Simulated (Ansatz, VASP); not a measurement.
**Hf2BCl6: VASP beside Ansatz**

```
Hf B Cl
1.0
     0.00000    4.31614    4.31614
     4.31614    0.00000    4.31614
     4.31614    4.31614    0.00000
Hf B Cl
2 1 6
Direct
  0.25000 0.25000 0.25000
  0.75000 0.75000 0.75000
  0.00000 0.00000 0.00000
  0.75403 0.24597 0.24597
  0.24597 0.75403 0.75403
  0.24597 0.75403 0.24597
  0.75403 0.24597 0.75403
  0.24597 0.24597 0.75403
  0.75403 0.75403 0.24597
```

Change from the starting cell: ordered vacancies on the cation sites of perovskite (Fm-3m, No. 225).

Alike in both runs: functional PBE; k mesh 8 × 8 × 8; occupations gaussian, width 0.1 eV; no spin polarisation.

Ansatz relaxed the structure, and its values are those at the end. VASP's run is a single point on that final structure, the one shown.

|  | VASP | Ansatz |
| --- | --- | --- |
| version | VASP 6.6.1 | Ansatz 0.2.0 |
| potentials or method | VASP PAW PBE potentials, release 64 (Hf_pv, B, Cl), cutoff 520 eV | scalar-relativistic, plane waves, PAW |
| valence electrons in the cell | 65 | 97 |

Ansatz gave:

* gap on the k mesh at the Fermi level (eV): none
* pressure (GPa): 0.0
* rms of the force components (eV/Å): 0.002

Task: What did VASP give for the same quantities?

Result: gap on the k mesh at the Fermi level (eV): none; pressure (GPa): -0.4; rms of the force components (eV/Å): 0.008.

A gap of «none» marks a metal or a gap that the smearing closes. VASP's potentials hold 65 valence electrons a cell and Ansatz's 97, so a difference there can come from the potentials and not from the codes.

Spin-orbit coupling is off throughout.
